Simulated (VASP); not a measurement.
# P (P6/mmm) in VASP: notebook

Runs on P. Level: LDA. Tasks: single point.

All numbers are computed with VASP 6.6.1; they aren't measurements. Logs are shortened: lines on timing, memory, paths and dates and some standing lists are left out, and cuts for length are marked.

## (1) The cell of the first run

The structure is hexagonal, space group P6/mmm (No. 191). The conventional cell has a = 4.259 Å, b = 4.259 Å, c = 2.409 Å, α = 90.00°, β = 90.00°, γ = 120.00°. Within 3.2 Å of P (site symmetry 6/mmm) lie 14 P at 2.41 to 2.74 Å. P (site symmetry -6m2) has 11 P at 2.41 to 2.74 Å within 3.2 Å.

## (2) Single point, LDA (volume scaled by 0.92)

Contents of INCAR:

```
ALGO = Normal
EDIFF = 1E-6
ENCUT = 520
GGA = CA
ISIF = 2
ISMEAR = -1
LASPH = T
LCHARG = F
LREAL = F
LWAVE = F
NBANDS = 14
NELM = 60
PREC = Accurate
SIGMA = 0.1
```

Contents of KPOINTS:

```
k-points
0
Gamma
  9 9 14
```

Contents of POSCAR:

```
P
1.0
    4.2587005441      0.0000000000      0.0000000000
   -2.1293502721      3.6881428583      0.0000000000
    0.0000000000      0.0000000000      2.4091122412
P
3
Direct
    0.0000000000      0.0000000000      0.0000000000
    0.3333333333      0.6666666667      0.5000000000
    0.6666666667      0.3333333333      0.5000000000
```

Potentials or basis: VASP PAW LDA potentials, release 64 (P).

Launch:

```sh
$ cat potpaw_LDA.64/P/POTCAR > POTCAR
$ mpirun -np 1 vasp_std > vasp.out
```

OUTCAR:

```text
EDIFF = 1E-6
   ENCUT = 520
   GGA = CA
   ISIF = 2
   ISMEAR = -1
   LASPH = T
   LREAL = F
   NELM = 60
   PREC = Accurate

 ion  position               nearest neighbor table
   1  0.000  0.000  0.000-   2 2.74   3 2.74   2 2.74   3 2.74   3 2.74   3 2.74   2 2.74   2 2.74
                             3 2.74   3 2.74   2 2.74   2 2.74
   2  0.333  0.667  0.500-   3 2.46   3 2.46   3 2.46   1 2.74   1 2.74   1 2.74   1 2.74   1 2.74
                             1 2.74
   3  0.667  0.333  0.500-   2 2.46   2 2.46   2 2.46   1 2.74   1 2.74   1 2.74   1 2.74   1 2.74
                             1 2.74

  LATTYP: Found a hexagonal cell.
 ALAT       =     4.2587005441
 C/A-ratio  =     0.5656918622

  Lattice vectors:

 A1 = (   4.2587005441,   0.0000000000,   0.0000000000)
 A2 = (  -2.1293502721,   3.6881428583,   0.0000000000)
 A3 = (   0.0000000000,   0.0000000000,   2.4091122412)

Analysis of symmetry for initial positions (statically):
[... 6 lines left out ...]

 Subroutine GETGRP returns: Found 24 space group operations
 (whereof 24 operations were pure point group operations)
 out of a pool of 24 trial point group operations.

The static configuration has the point symmetry D_6h.

Analysis of symmetry for dynamics (positions and initial velocities):
[... 6 lines left out ...]

 Subroutine GETGRP returns: Found 24 space group operations
 (whereof 24 operations were pure point group operations)
 out of a pool of 24 trial point group operations.

The dynamic configuration has the point symmetry D_6h.

 Subroutine INISYM returns: Found 24 space group operations
 (whereof 24 operations are pure point group operations),
 and found     1 'primitive' translations

----------------------------------------------------------------------------------------

                                     Primitive cell

  volume of cell :      37.8392

  direct lattice vectors                    reciprocal lattice vectors
     4.258700544  0.000000000  0.000000000     0.234813411  0.135569586  0.000000000
    -2.129350272  3.688142858  0.000000000     0.000000000  0.271139172  0.000000000
     0.000000000  0.000000000  2.409112241     0.000000000  0.000000000  0.415090664

  length of vectors
     4.258700544  4.258700544  2.409112241     0.271139172  0.271139172  0.415090664

  position of ions in fractional coordinates (direct lattice)
     0.000000000  0.000000000  0.000000000
     0.333333333  0.666666667  0.500000000
     0.666666667  0.333333333  0.500000000

  ion indices of the primitive-cell ions
   primitive index   ion index
                 1           1
                 2           2
                 3           3

----------------------------------------------------------------------------------------

 KPOINTS: k-points

Automatic generation of k-mesh.
 Grid dimensions read from file:
 generate k-points for:    9    9   14

 Generating k-lattice:

  Cartesian coordinates                     Fractional coordinates (reciprocal lattice)
     0.026090379  0.015063287  0.000000000     0.111111111  0.000000000  0.000000000
     0.000000000  0.030126575  0.000000000     0.000000000  0.111111111  0.000000000
     0.000000000  0.000000000  0.029649333     0.000000000  0.000000000  0.071428571

  Length of vectors
     0.030126575  0.030126575  0.029649333

  Shift w.r.t. Gamma in fractional coordinates (k-lattice)
     0.000000000  0.000000000  0.000000000

 Subroutine IBZKPT returns following result:
 ===========================================

 Found     96 irreducible k-points:

 Following reciprocal coordinates:
            Coordinates               Weight
  0.000000  0.000000  0.000000      1.000000
  0.111111  0.000000  0.000000      6.000000
  0.222222  0.000000  0.000000      6.000000
  0.333333  0.000000  0.000000      6.000000
  0.444444  0.000000  0.000000      6.000000
  0.111111  0.111111  0.000000      6.000000
[... 16 lines left out ...]
  0.333333  0.222222  0.071429     24.000000
  0.333333  0.333333  0.071429      4.000000
 [... further k-points ...]
   k-points           NKPTS =     96   k-points in BZ     NKDIM =     96   number of bands    NBANDS=     14
   number of dos      NEDOS =    301   number of ions     NIONS =      3
   total plane-waves  NPLWV =  18432
   dimension x,y,z NGX =    32 NGY =   32 NGZ =   18
   dimension x,y,z NGXF=    64 NGYF=   64 NGZF=   36
   ions per type =               3
   NGX,Y,Z   is equivalent  to a cutoff of  12.49, 12.49, 12.42 a.u.
   NGXF,Y,Z  is equivalent  to a cutoff of  24.98, 24.98, 24.84 a.u.
 SYSTEM =  unknown system
   PREC   = accura    normal or accurate (medium, high low for compatibility)
   ISTART =      0    job   : 0-new  1-cont  2-samecut
   ICHARG =      2    charge: 1-file 2-atom 10-const
   ISPIN  =      1    spin polarized calculation?
   LNONCOLLINEAR =      F non collinear calculations
   LSORBIT =      F    spin-orbit coupling
   LASPH  =      T    aspherical Exc in radial PAW
   ENCUT  =  520.0 eV  38.22 Ry    6.18 a.u.   7.92  7.92  4.48*2*pi/ulx,y,z
   NELM   =     60;   NELMIN=  2; NELMDL= -5     # of ELM steps
   EDIFF  = 0.1E-05   stopping-criterion for ELM
   LREAL  =      F    real-space projection
   EDIFFG = 0.1E-04   stopping-criterion for IOM
   NSW    =      0    number of steps for IOM
   IBRION =     -1    ionic relax: 0-MD 1-quasi-New 2-CG
   NFREE  =      0    steps in history (QN), initial steepest desc. (CG)
   ISIF   =      2    stress and relaxation
   ISYM   =      2    0-nonsym 1-usesym 2-fastsym
   POTIM  = 0.5000    time-step for ionic-motion
   TEBEG  =    0.0;   TEEND  =   0.0 temperature during run
   PSTRESS=    0.0 pullay stress
   NELECT =      15.0000    total number of electrons
   NUPDOWN=      -1.0000    fix difference up-down
   EMIN   =  10.00;   EMAX   =-10.00  energy-range for DOS
   EFERMI =   0.00;   METHOD = LEGACY
   ISMEAR =    -1;   SIGMA  =   0.10  broadening in eV -4-tet -1-fermi 0-gaus
   EFERMI_NEDOS =   21; number of points for ismear=-14 and -15
   IALGO  =     38    algorithm
   IMIX   =      4    mixing-type and parameters
     AMIX     =   0.40;   BMIX     =  1.00
     AMIX_MAG =   1.60;   BMIX_MAG =  1.00
  volume/ion in A,a.u.               =      12.61        85.12
  Fermi-wavevector in a.u.,A,eV,Ry     =   1.202609  2.272602 19.677692  1.446270
  Thomas-Fermi vector in A             =   2.338386
   LORBIT       =      0    0 simple, 1 ext, 2 COOP (PROOUT), +10 PAW based schemes
   GGA     = CA    functional components
   LHFCALC =     F    Hartree Fock is set to
   AEXX    =    0.0000 exact exchange contribution
   IVDW    =     0    specifies the selected vdW correction
   LEPSILON=     F    determine dielectric tensor
   LRPA    =     F    only Hartree local field effects (RPA)
 non-spin polarized calculation
  energy-cutoff  :      520.00
  volume of cell :       37.84
 maximum number of plane-waves:      1056
 NGX is ok and might be reduce to    32
   NGX = 15   NGY = 15   NGZ =  9

 number of electron      14.9999998 magnetization

 Free energy of the ion-electron system (eV)
  ---------------------------------------------------
  ext. energy  EPLUGINS =         0.00000000
  ---------------------------------------------------
  free energy    TOTEN  =       -16.32201618 eV

  energy without entropy =      -16.27206311  energy(sigma->0) =      -16.29703965

 E-fermi :  11.8463     XC(G=0): -12.1503

 val. band max:       11.8263947927   @ k =   0.4444   0.1111   0.2857
 cond. band min:      11.8616062668   @ k =   0.4444   0.1111   0.3571
 fundamental gap:      0.0352114741
 Fermi energy:        11.8462509430

 k-point     1 :       0.0000    0.0000    0.0000
  band No.  band energies     occupation
      1      -5.9728      2.00000
      2       2.5469      2.00000
      3       2.5821      2.00000
      4       5.0882      2.00000
      5       5.0882      2.00000
      6       5.3529      2.00000
      7       5.3529      2.00000
      8      16.1037      0.00000
      9      18.8612      0.00000
     10      19.3154      0.00000
     11      19.3154      0.00000
     12      21.5000      0.00000
     13      21.5634      0.00000
     14      23.4536      0.00000

 k-point     2 :       0.1111    0.0000    0.0000
  band No.  band energies     occupation
      1      -5.8450      2.00000
      2       1.7013      2.00000
      3       2.1128      2.00000
      4       4.2329      2.00000
      5       5.2016      2.00000
      6       6.4465      2.00000
      7       6.9982      2.00000
      8      16.2092      0.00000
      9      18.0888      0.00000
     10      18.8428      0.00000
     11      19.1838      0.00000
     12      21.2831      0.00000
     13      21.3890      0.00000
     14      23.5250      0.00000

 k-point     3 :       0.2222    0.0000    0.0000
  band No.  band energies     occupation
      1      -5.4623      2.00000
      2       0.0918      2.00000
      3       1.5009      2.00000
      4       3.4994      2.00000
      5       6.3886      2.00000
      6       7.8919      2.00000
      7       9.3475      2.00000
      8      16.1213      0.00000
      9      16.5242      0.00000
     10      17.4680      0.00000
     11      19.4056      0.00000
     12      20.5748      0.00000
     13      21.0958      0.00000
     14      23.3200      0.00000
[... 324 lines left out ...]
 k-point    23 :       0.3333    0.2222    0.0714
  band No.  band energies     occupation
      1      -3.4437      2.00000
      2      -2.3222      2.00000
      3      -1.2258      2.00000
      4       5.7078      2.00000
      5       7.8028      2.00000
      6       9.8909      2.00000
      7      13.9115      0.00000
      8      14.4691      0.00000
      9      15.5892      0.00000
     10      16.3430      0.00000
     11      17.3768      0.00000
     12      18.2438      0.00000
     13      19.7378      0.00000
     14      20.6850      0.00000

 k-point    24 :       0.3333    0.3333    0.0714
  band No.  band energies     occupation
      1      -2.4818      2.00000
      2      -2.4818      2.00000
      3      -2.3759      2.00000
      4       7.4775      2.00000
      5       7.8137      2.00000
      6       7.8137      2.00000
      7      15.0732      0.00000
      8      15.0732      0.00000
      9      15.9085      0.00000
     10      17.1454      0.00000
     11      17.4016      0.00000
     12      17.4016      0.00000
     13      19.5559      0.00000
     14      19.7277      0.00000

 [... further k-points ...]
[... 5 lines left out ...]
  --------------------------------------------------------------------------------------
  -------------------------------------------------------------------------------------
  Total        2.2603253      2.2603253      2.9298258     -0.0000000     -0.0000000      0.0000000
  in kB       95.7061096     95.7061096    124.0539265     -0.0000000     -0.0000000      0.0000000
  external PRESSURE =     105.1553819 kB  Pullay stress =       0.0000000 kB

 VOLUME and BASIS-vectors are now :
 -----------------------------------------------------------------------------
  energy-cutoff  :      520.00
  volume of cell :       37.84
      direct lattice vectors                 reciprocal lattice vectors
     4.258700544  0.000000000  0.000000000     0.234813411  0.135569586  0.000000000
    -2.129350272  3.688142858  0.000000000     0.000000000  0.271139172  0.000000000
     0.000000000  0.000000000  2.409112241     0.000000000  0.000000000  0.415090664

 POSITION                                       TOTAL-FORCE (eV/Angst)
 -----------------------------------------------------------------------------------
      0.00000      0.00000      0.00000        -0.000000      0.000000      0.000000
     -0.00000      2.45876      1.20456        -0.000000      0.000000      0.000000
      2.12935      1.22938      1.20456         0.000000     -0.000000      0.000000
 -----------------------------------------------------------------------------------
    total drift:                               -0.000000      0.000000      0.000000

  FREE ENERGIE OF THE ION-ELECTRON SYSTEM (eV)
  ---------------------------------------------------
  free  energy   TOTEN  =       -16.3220161770 eV

  energy  without entropy=      -16.2720631134  energy(sigma->0) =      -16.29703965
```

Wall time 32 s (1 thread of Intel Xeon Platinum 8375C at 2.90GHz (Ice Lake), shared host); peak memory 0.15 GiB.

Results:

- Free energy: -16.3220 eV
- Pressure: 10.5 GPa

Caveat: the cell differs from its parent crystal (volume scaled by 0.92).

## (3) Single point, LDA (volume scaled by 0.96)

Contents of INCAR:

```
  PREC = Accurate
  ENCUT = 520
  EDIFF = 1E-6
  ISMEAR = -1
  SIGMA = 0.1
  LREAL = F
  LASPH = T
  NELM = 80
  ALGO = Normal
  ISIF = 2
  LWAVE = F
  LCHARG = F
  NBANDS = 14
```

Contents of KPOINTS:

```
Automatic mesh
0
Gamma
  9 9 14
```

Contents of POSCAR:

```
P
1.0
    4.3195473441      0.0000000000      0.0000000000
   -2.1597736721      3.7408377328      0.0000000000
    0.0000000000      0.0000000000      2.4435327807
P
3
Direct
    0.0000000000      0.0000000000      0.0000000000
    0.3333333333      0.6666666667      0.5000000000
    0.6666666667      0.3333333333      0.5000000000
```

Potentials or basis: VASP PAW LDA potentials, release 64 (P).

Launch:

```sh
$ cat potpaw_LDA.64/P/POTCAR > POTCAR
$ mpirun -np 1 vasp_std > vasp.out
```

Run time: 37 s. Hardware: 1 thread of Intel Xeon Platinum 8375C at 2.90GHz (Ice Lake), shared host; peak memory 0.15 GiB.

It converged, with:

| Quantity | Value |
| --- | --- |
| Free energy | -16.4001 eV |
| Pressure | 4.7 GPa |

Stress tensor (GPa, compression positive):
```
4.31 0.00 0.00
0.00 4.31 0.00
0.00 0.00 5.62
```

Levels at points of the mesh, in eV from the Fermi level:
| k point | band 6 | band 7 | band 8 | band 9 | band 10 | band 11 |
| --- | --- | --- | --- | --- | --- | --- |
| (0.00, 0.00, 0.00) | -6.18 | -6.18 | 4.08 | 7.01 | 7.07 | 7.07 |
| (0.00, 0.00, 0.50) | -3.48 | -2.83 | -2.83 | -0.85 | -0.85 | -0.30 |

Caveat: the cell differs from its parent crystal (volume scaled by 0.96).

## (4) Single point, LDA

This run uses another cell than the first one, of 13.71 Å³/atom, 1.087 times its volume.

Contents of INCAR:

```
SYSTEM = P
  ALGO = Normal
  EDIFF = 1E-6
  ENCUT = 520
  GGA = CA
  ISIF = 2
  ISMEAR = -1
  LASPH = .True.
  LCHARG = .True.
  LELF = .True.
  LREAL = .False.
  LVHAR = .True.
  LWAVE = .False.
  NBANDS = 14
  NELM = 100
  PREC = Accurate
  SIGMA = 0.1
```

Contents of KPOINTS:

```
k-points
0
Gamma
  9 9 14
  0 0 0
```

Contents of POSCAR:

```
P
1.0
    4.3787265793      0.0000000000      0.0000000000
   -2.1893632897      3.7920884539      0.0000000000
    0.0000000000      0.0000000000      2.4770099925
P
3
Direct
    0.0000000000      0.0000000000      0.0000000000
    0.3333333333      0.6666666667      0.5000000000
    0.6666666667      0.3333333333      0.5000000000
```

Launch:

```sh
$ cat potpaw_LDA.64/P/POTCAR > POTCAR
$ mpirun -np 1 vasp_std > vasp.out
```

It took 42 s on 1 thread of Intel Xeon Platinum 8375C at 2.90GHz (Ice Lake), shared host; peak memory 0.16 GiB.

It converged, with:

| Quantity | Value |
| --- | --- |
| Free energy | -16.4237 eV |
| Pressure | -0.1 GPa |

Stress tensor (GPa, compression positive):
```
-0.11  0.00  0.00
 0.00 -0.11  0.00
 0.00  0.00 -0.02
```

Levels at points of the mesh, in eV from the Fermi level:
```tsv
k point	band 5	band 6	band 7	band 8	band 9	band 10	band 11	band 12
(0.00, 0.00, 0.00)	-6.17	-5.90	-5.90	3.91	6.70	6.70	7.00	8.67
(0.00, 0.00, 0.50)	-3.60	-3.42	-2.72	-2.72	-0.77	-0.77	-0.16	-0.16
```

## (5) Single point, LDA (volume scaled by 1.04)

Contents of INCAR:

```
PREC = Accurate
ENCUT = 520
EDIFF = 1E-6
ISMEAR = -1
SIGMA = 0.1
LREAL = F
LASPH = T
NELM = 100
ALGO = Normal
ISIF = 2
LWAVE = F
LCHARG = F
GGA = CA
NBANDS = 14
```

Contents of KPOINTS:

```
regular mesh
0
Gamma
  9 9 14
```

Contents of POSCAR:

```
P
1.0
    4.4363480106      0.0000000000      0.0000000000
   -2.2181740053      3.8419900772      0.0000000000
    0.0000000000      0.0000000000      2.5096059673
P
3
Direct
    0.0000000000      0.0000000000      0.0000000000
    0.3333333333      0.6666666667      0.5000000000
    0.6666666667      0.3333333333      0.5000000000
```

Potentials or basis: VASP PAW LDA potentials, release 64 (P).

Launch:

```sh
$ cat potpaw_LDA.64/P/POTCAR > POTCAR
$ mpirun -np 1 vasp_std > vasp.out
```

OUTCAR:

```text
PREC = Accurate
   ENCUT = 520
   EDIFF = 1E-6
   ISMEAR = -1
   LREAL = F
   LASPH = T
   NELM = 100
   ISIF = 2
   GGA = CA

 ion  position               nearest neighbor table
   1  0.000  0.000  0.000-   2 2.85   3 2.85   2 2.85   3 2.85   2 2.85   2 2.85   3 2.85   3 2.85
                             3 2.85   3 2.85   2 2.85   2 2.85
   2  0.333  0.667  0.500-   3 2.56   3 2.56   3 2.56   1 2.85   1 2.85   1 2.85   1 2.85   1 2.85
                             1 2.85
   3  0.667  0.333  0.500-   2 2.56   2 2.56   2 2.56   1 2.85   1 2.85   1 2.85   1 2.85   1 2.85
                             1 2.85

  LATTYP: Found a hexagonal cell.
[... 598 lines left out ...]
     14      17.6719      0.00000

 [... further k-points ...]
[... 5 lines left out ...]
  --------------------------------------------------------------------------------------
  -------------------------------------------------------------------------------------
  Total       -1.0112679     -1.0112679     -1.2311387      0.0000000     -0.0000000      0.0000000
  in kB      -37.8782066    -37.8782066    -46.1137214      0.0000000     -0.0000000      0.0000000
  external PRESSURE =     -40.6233782 kB  Pullay stress =       0.0000000 kB

 VOLUME and BASIS-vectors are now :
 -----------------------------------------------------------------------------
  energy-cutoff  :      520.00
  volume of cell :       42.77
      direct lattice vectors                 reciprocal lattice vectors
     4.436348011  0.000000000  0.000000000     0.225410630  0.130140888  0.000000000
    -2.218174005  3.841990077  0.000000000     0.000000000  0.260281776  0.000000000
     0.000000000  0.000000000  2.509605967     0.000000000  0.000000000  0.398468928

 POSITION                                       TOTAL-FORCE (eV/Angst)
 -----------------------------------------------------------------------------------
      0.00000      0.00000      0.00000         0.000000     -0.000000     -0.000000
     -0.00000      2.56133      1.25480        -0.000000      0.000000     -0.000000
      2.21817      1.28066      1.25480         0.000000     -0.000000      0.000000
 -----------------------------------------------------------------------------------
    total drift:                                0.000000     -0.000000     -0.000000

  FREE ENERGIE OF THE ION-ELECTRON SYSTEM (eV)
  ---------------------------------------------------
  free  energy   TOTEN  =       -16.4023061167 eV

  energy  without entropy=      -16.3466358455  energy(sigma->0) =      -16.37447098
```

Wall time 44 s (1 thread of Intel Xeon Platinum 8375C at 2.90GHz (Ice Lake), shared host); peak memory 0.16 GiB.

Results:

| Quantity | Value |
| --- | --- |
| Free energy | -16.4023 eV |
| Pressure | -4.1 GPa |

Stress tensor (GPa, compression positive):
```
-3.79  0.00  0.00
 0.00 -3.79  0.00
 0.00  0.00 -4.61
```

Levels at points of the mesh, in eV from the Fermi level:
```
           k point  band 5  band 6  band 7  band 8  band 9  band 10  band 11  band 12
(0.00, 0.00, 0.00)   -5.91   -5.64   -5.64    3.75    6.36     6.36     6.99     8.23
(0.00, 0.00, 0.50)   -3.59   -3.31   -2.61   -2.61   -0.70    -0.70    -0.03    -0.03
```

Caveat: the cell differs from its parent crystal (volume scaled by 1.04).

(Continued in part 2 of 2.)
